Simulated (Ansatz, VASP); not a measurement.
**PbS in VASP and in Ansatz**

File POSCAR:

```
PbS
1.0
    4.0392756170      0.0000000000      0.0000000000
   -2.0196378085      3.4981152972      0.0000000000
    0.0000000000      0.0000000000      7.1840216304
Pb S
2 2
Direct
    0.0000000000      0.0000000000      0.0000000000
    0.0000000000      0.0000000000      0.5000000000
    0.3333333333      0.6666666667      0.2500000000
    0.6666666667      0.3333333333      0.7500000000
```

File INCAR.step1:

```
PREC = Accurate
ENCUT = 520
ISMEAR = -1
SIGMA = 0.02
LREAL = F
LASPH = T
NELM = 80
NBANDS = 28
GGA = PE
ALGO = Normal
EDIFF = 1E-4
LWAVE = T
LCHARG = F
```

Contents of INCAR.step2:

```
PREC = Accurate
ENCUT = 520
EDIFF = 1E-6
ISMEAR = -1
SIGMA = 0.02
LREAL = F
LASPH = T
NELM = 80
ALGO = Normal
ISIF = 2
LWAVE = F
LCHARG = T
METAGGA = R2SCAN
LMIXTAU = T
LELF = T
LVHAR = T
NBANDS = 28
ISTART = 1
```

Contents of KPOINTS:

```
regular mesh
0
Gamma
  6 6 4
```

Input for Ansatz:

```yaml
crystal:
  lattice:
    - [4.039275617, 0.0, 0.0]
    - [-2.0196378085, 3.4981152972, 0.0]
    - [0.0, 0.0, 7.1840216304]
  atoms:
    - { symbol: Pb, position: [0.0, 0.0, 0.0] }
    - { symbol: Pb, position: [0.0, 0.0, 0.5] }
    - { symbol: S, position: [0.3333333333, 0.6666666667, 0.25] }
    - { symbol: S, position: [0.6666666667, 0.3333333333, 0.75] }
kpoints:
  mp_grid: { grid: [6, 6, 4] }
hamiltonian:
  xc: r2scan
scf:
  occupations: { method: fermi_dirac, width: 0.02 }
  n_extra_bands: 5
output:
  forces: true
  stress: true
  eigenvalues: true
```

Alike in both runs: task single point; functional r2SCAN; k mesh 6 × 6 × 4; occupations fermi-dirac, width 0.02 eV; no spin polarisation.

```csv
,VASP,Ansatz
version,VASP 6.6.1,Ansatz 0.2.0
potentials or method,"VASP PAW PBE potentials, release 64 (Pb_d, S)","plane waves, PAW"
plane-wave cutoff (eV),520,500
valence electrons in the cell,40,40
```

```tsv
	VASP	Ansatz	Ansatz less VASP
pressure (GPa)	3.9	3.9	+0.01
traceless stress, the component that is largest in VASP (GPa)	0.67	0.67	-0.008
```

VASP's potentials were made for PBE, not for r2SCAN. With one functional, cell and mesh, what is left measures potentials, basis and numerics.

Spin-orbit coupling is off throughout.
